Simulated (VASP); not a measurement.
# Cu (Im-3m) in VASP: a series of runs

The runs below take Cu through single point, relaxation of cell and atoms, with PBEsol.

Everything below comes from runs of VASP 6.6.1. Logs are shortened: lines on timing, memory, paths and dates and some standing lists are left out, and cuts for length are marked.

## 1. The cell of the first run

It takes space group Im-3m (No. 229, cubic). The conventional cell has a = 2.832 Å, b = 2.832 Å, c = 2.832 Å, α = 90.00°, β = 90.00°, γ = 90.00°. Cu (site symmetry m-3m) has 14 Cu at 2.45 to 2.83 Å within 3.2 Å.

## 2. Single point, PBEsol

The input, INCAR:

```
SYSTEM = Cu
PREC = Accurate
ENCUT = 520
EDIFF = 1E-7
ISMEAR = 0
SIGMA = 0.05
LREAL = .False.
LASPH = .True.
NELM = 100
ALGO = Normal
ISIF = 2
LWAVE = .False.
LCHARG = .False.
GGA = PS
NBANDS = 12
```

The input, KPOINTS:

```
regular mesh
0
Gamma
  12 12 12
  0 0 0
```

The input, POSCAR:

```
Cu
1.0
    1.4160441263      1.4160441263      1.4160441263
   -1.4160441263      1.4160441263      1.4160441263
   -1.4160441263     -1.4160441263      1.4160441263
Cu
1
Direct
    0.0000000000      0.0000000000      0.0000000000
```

Potentials or basis: VASP PAW PBE potentials, release 64 (Cu).

On the command line:

```
cat potpaw_PBE.64/Cu/POTCAR > POTCAR
mpirun -np 1 vasp_std > vasp.out
```

OUTCAR:

```text
SYSTEM = Cu
   PREC = Accurate
   ENCUT = 520
   EDIFF = 1E-7
   ISMEAR = 0
   LREAL = .False.
   LASPH = .True.
   NELM = 100
   ISIF = 2
   GGA = PS

 ion  position               nearest neighbor table
   1  0.000  0.000  0.000-

  LATTYP: Found a body centered cubic cell.
 ALAT       =     2.8320882526

  Lattice vectors:

 A1 = (   1.4160441263,  -1.4160441263,  -1.4160441263)
 A2 = (   1.4160441263,   1.4160441263,   1.4160441263)
 A3 = (  -1.4160441263,  -1.4160441263,   1.4160441263)

Analysis of symmetry for initial positions (statically):
=====================================================================
 Subroutine PRICEL returns:
 Original cell was already a primitive cell.

 Routine SETGRP: Setting up the symmetry group for a
 body centered cubic supercell.

 Subroutine GETGRP returns: Found 48 space group operations
 (whereof 48 operations were pure point group operations)
 out of a pool of 48 trial point group operations.

The static configuration has the point symmetry O_h .

Analysis of symmetry for dynamics (positions and initial velocities):
=====================================================================
 Subroutine PRICEL returns:
 Original cell was already a primitive cell.

 Routine SETGRP: Setting up the symmetry group for a
 body centered cubic supercell.

 Subroutine GETGRP returns: Found 48 space group operations
 (whereof 48 operations were pure point group operations)
 out of a pool of 48 trial point group operations.

The dynamic configuration has the point symmetry O_h .

 Subroutine INISYM returns: Found 48 space group operations
 (whereof 48 operations are pure point group operations),
 and found     1 'primitive' translations

----------------------------------------------------------------------------------------

                                     Primitive cell

  volume of cell :      11.3577

  direct lattice vectors                    reciprocal lattice vectors
     1.416044126  1.416044126  1.416044126     0.353096341  0.000000000  0.353096341
    -1.416044126  1.416044126  1.416044126    -0.353096341  0.353096341  0.000000000
    -1.416044126 -1.416044126  1.416044126     0.000000000 -0.353096341  0.353096341

  length of vectors
     2.452660373  2.452660373  2.452660373     0.499353635  0.499353635  0.499353635

  position of ions in fractional coordinates (direct lattice)
[... 77 lines left out ...]
   EDIFF  = 0.1E-06   stopping-criterion for ELM
   LREAL  =      F    real-space projection
   EDIFFG = 0.1E-05   stopping-criterion for IOM
   NSW    =      0    number of steps for IOM
   IBRION =     -1    ionic relax: 0-MD 1-quasi-New 2-CG
   NFREE  =      0    steps in history (QN), initial steepest desc. (CG)
   ISIF   =      2    stress and relaxation
   ISYM   =      2    0-nonsym 1-usesym 2-fastsym
   POTIM  = 0.5000    time-step for ionic-motion
   TEBEG  =    0.0;   TEEND  =   0.0 temperature during run
   PSTRESS=    0.0 pullay stress
   NELECT =      11.0000    total number of electrons
   NUPDOWN=      -1.0000    fix difference up-down
   EMIN   =  10.00;   EMAX   =-10.00  energy-range for DOS
   EFERMI =   0.00;   METHOD = LEGACY
   ISMEAR =     0;   SIGMA  =   0.05  broadening in eV -4-tet -1-fermi 0-gaus
   EFERMI_NEDOS =   21; number of points for ismear=-14 and -15
   IALGO  =     38    algorithm
   IMIX   =      4    mixing-type and parameters
     AMIX     =   0.40;   BMIX     =  1.00
     AMIX_MAG =   1.60;   BMIX_MAG =  1.00
  volume/ion in A,a.u.               =      11.36        76.65
  Fermi-wavevector in a.u.,A,eV,Ry     =   1.619729  3.060843 35.695171  2.623521
  Thomas-Fermi vector in A             =   2.713782
   LORBIT       =      0    0 simple, 1 ext, 2 COOP (PROOUT), +10 PAW based schemes
   GGA     = PS    functional components
   LHFCALC =     F    Hartree Fock is set to
   AEXX    =    0.0000 exact exchange contribution
   IVDW    =     0    specifies the selected vdW correction
   LEPSILON=     F    determine dielectric tensor
   LRPA    =     F    only Hartree local field effects (RPA)
 non-spin polarized calculation
 Gauss-broadening in eV      SIGMA  =   0.05
  energy-cutoff  :      520.00
  volume of cell :       11.36
 maximum number of plane-waves:       321
   NGX =  9   NGY =  9   NGZ =  9

 number of electron      10.9999993 magnetization

 Free energy of the ion-electron system (eV)
  ---------------------------------------------------
  ext. energy  EPLUGINS =         0.00000000
  ---------------------------------------------------
  free energy    TOTEN  =        -4.25582735 eV

  energy without entropy =       -4.25415429  energy(sigma->0) =       -4.25499082

 E-fermi :   7.9298     XC(G=0): -13.1399

 val. band max:        7.9045978937   @ k =   0.1667   0.5000   0.1667
 cond. band min:       7.9310596171   @ k =   0.4167   0.2500   0.1667
 fundamental gap:      0.0264617234
 Fermi energy:         7.9297654959

 k-point     1 :       0.0000    0.0000    0.0000
  band No.  band energies     occupation
      1      -1.7927      2.00000
      2       4.6551      2.00000
      3       4.6551      2.00000
      4       4.6551      2.00000
      5       5.7365      2.00000
      6       5.7365      2.00000
      7      33.3181      0.00000
      8      33.3181      0.00000
      9      33.3181      0.00000
     10      37.2157      0.00000
     11      37.2157      0.00000
     12      37.2158      0.00000
[... 331 lines left out ...]
 k-point    24 :       0.4167    0.0833    0.0833
  band No.  band energies     occupation
      1       2.6542      2.00000
      2       4.0704      2.00000
      3       5.0542      2.00000
      4       5.6051      2.00000
      5       6.3516      2.00000
      6       6.9787      2.00000
      7      14.3409      0.00000
      8      24.6630      0.00000
      9      25.4786      0.00000
     10      31.7759      0.00000
     11      33.7313      0.00000
     12      37.7544      0.00000

 [... further k-points ...]
[... 5 lines left out ...]
  --------------------------------------------------------------------------------------
  -------------------------------------------------------------------------------------
  Total        0.0515609      0.0515609      0.0515609      0.0000000      0.0000000     -0.0000000
  in kB        7.2734599      7.2734599      7.2734599      0.0000000      0.0000000     -0.0000000
  external PRESSURE =       7.2734599 kB  Pullay stress =       0.0000000 kB

 VOLUME and BASIS-vectors are now :
 -----------------------------------------------------------------------------
  energy-cutoff  :      520.00
  volume of cell :       11.36
      direct lattice vectors                 reciprocal lattice vectors
     1.416044126  1.416044126  1.416044126     0.353096341  0.000000000  0.353096341
    -1.416044126  1.416044126  1.416044126    -0.353096341  0.353096341  0.000000000
    -1.416044126 -1.416044126  1.416044126     0.000000000 -0.353096341  0.353096341

 POSITION                                       TOTAL-FORCE (eV/Angst)
 -----------------------------------------------------------------------------------
      0.00000      0.00000      0.00000        -0.000000      0.000000      0.000000
 -----------------------------------------------------------------------------------
    total drift:                               -0.000000      0.000000     -0.000000

  FREE ENERGIE OF THE ION-ELECTRON SYSTEM (eV)
  ---------------------------------------------------
  free  energy   TOTEN  =        -4.2558273514 eV

  energy  without entropy=       -4.2541542866  energy(sigma->0) =       -4.25499082
```

Wall time 3.9 s (1 thread of Intel Xeon 6975P-C (Granite Rapids), shared host); peak memory 0.12 GiB.

Results:

| Item | Value |
| --- | --- |
| Free energy | -4.2558 eV |
| Pressure | 0.7 GPa |

Caveat: the PAW data sets were made with another functional, which shifts forces and pressure a little.

## 3. Relaxation of cell and atoms, PBEsol

This run uses another cell than the first one, of 11.82 Å³/atom, 1.041 times its volume.

The input, INCAR:

```
SYSTEM = Cu
PREC = Accurate ; ENCUT = 600
EDIFF = 1E-6 ; ISMEAR = 0
SIGMA = 0.05 ; LREAL = .False.
LASPH = .True. ; NELM = 100
ALGO = Normal ; ISIF = 3
LWAVE = .False. ; LCHARG = .False.
GGA = PS ; IBRION = 2
NSW = 80 ; EDIFFG = -0.02
```

KPOINTS is that of step 2.

The input, POSCAR:

```
Cu
1.0
    1.4350000000      1.4350000000      1.4350000000
   -1.4350000000      1.4350000000      1.4350000000
   -1.4350000000     -1.4350000000      1.4350000000
Cu
1
Direct
    0.0000000000      0.0000000000      0.0000000000
```

Potentials or basis: VASP PAW PBE potentials, release 64 (Cu).

On the command line:

```
cat potpaw_PBE.64/Cu/POTCAR > POTCAR
mpirun -np 1 vasp_std > vasp.out
```

It took 7.6 s on 1 thread of Intel Xeon 6975P-C (Granite Rapids), shared host; peak memory 0.13 GiB.

Results (log left out):

| Item | Value |
| --- | --- |
| Free energy | -4.2563 eV |
| Relaxed volume | 11.41 Å³/atom |
| Relaxed cell | a = 2.457 Å, b = 2.457 Å, c = 2.457 Å, α = 70.53°, β = 109.47°, γ = 70.53° |
| Space group after relaxing (to 0.05 Å) | Im-3m (No. 229) |
| Energy gained by relaxing | 6.9 meV/atom |
| Ionic steps | 3 |
| Pressure after relaxing | 0.1 GPa |

Step by step:
| step | energy change (eV) | largest force (eV/Å) | pressure (GPa) | volume (Å³) |
| --- | --- | --- | --- | --- |
| 1 | 0.0000 | 0.0000 | -5.23 | 11.82 |
| 2 | -0.0042 | 0.0000 | 3.66 | 11.17 |
| 3 | -0.0069 | 0.0000 | 0.08 | 11.41 |

Final structure:
```
CELL_PARAMETERS angstrom
1.41831 1.41831 1.41831
-1.41831 1.41831 1.41831
-1.41831 -1.41831 1.41831
ATOMIC_POSITIONS crystal
Cu 0.00000 0.00000 0.00000
```

Levels at points of the mesh, in eV from the Fermi level:
```tsv
k point	band 3	band 4	band 5	band 6	band 7	band 8
(0.00, 0.00, 0.00)	-3.26	-3.26	-2.18	-2.18	25.34	25.34
(0.50, 0.00, 0.00)	-2.23	-2.07	-1.41	-0.75	4.48	17.72
(0.50, 0.50, 0.50)	-1.59	-1.59	-1.59	8.27	8.27	8.27
```

Caveat: the PAW data sets were made with another functional, which shifts forces and pressure a little.
